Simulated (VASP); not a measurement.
**SnAs2: single point with PBE**

Crystal: SnAs2.

```
Sn As
1.0
     2.63513    1.52139    2.84185
    -2.63513    1.52139    2.84185
     0.00000   -3.04279    2.84185
Sn As
1 2
Direct
  0.50000 0.50000 0.50000
  0.83482 0.83482 0.83482
  0.16518 0.16518 0.16518
```

The cell was generated, and may not be a known phase.

```
Program                : VASP 6.6.1
Task                   : single point
Functional             : PBE
Potentials or basis    : VASP PAW PBE potentials, release 64 (Sn_d, As)
Cutoff                 : 520 eV
k mesh                 : 6 × 6 × 6
Occupations            : gaussian, width 0.1 eV
Spin                   : no spin polarisation
Dipole correction      : no
Further INCAR settings : ALGO = Normal; EDIFF = 1e-06; NBANDS = 19
```

| Property | Result |
| --- | --- |
| Pressure | -0.3 GPa |
| Largest force | 0.023 eV/Å |
| Band gap on the k mesh | zero (bands 12 and 13 overlap by 4.00 eV) |

Forces in eV/Å, atoms in the order of the input:
```
Sn   0.000  0.000  0.000
As   0.000  0.000 -0.023
As   0.000  0.000  0.023
```

Stress tensor (GPa, compression positive):
```
-0.21  0.00  0.00
 0.00 -0.21  0.00
 0.00  0.00 -0.35
```

Levels at points of the mesh, in eV from the Fermi level:
```csv
k point,band 9,band 10,band 11,band 12,band 13,band 14,band 15,band 16
"(0.00, 0.00, 0.00)",-2.47,-2.47,-1.70,-1.70,0.16,0.52,5.30,5.47
"(0.50, 0.00, 0.00)",-3.12,-2.78,-0.52,-0.51,1.15,2.33,2.78,3.05
"(0.50, 0.50, 0.00)",-5.53,-2.34,-1.76,0.32,1.05,2.18,3.21,3.87
"(0.50, 0.50, 0.50)",-5.79,-3.55,-3.55,-2.88,-2.88,3.96,5.53,7.53
```

Wall time 36 s on 1 thread of Oxide Virtual Turin-like Processor (shared host), peak memory 0.16 GiB.

Caveat: spin-orbit coupling is left out, which moves the levels of the heavy elements.
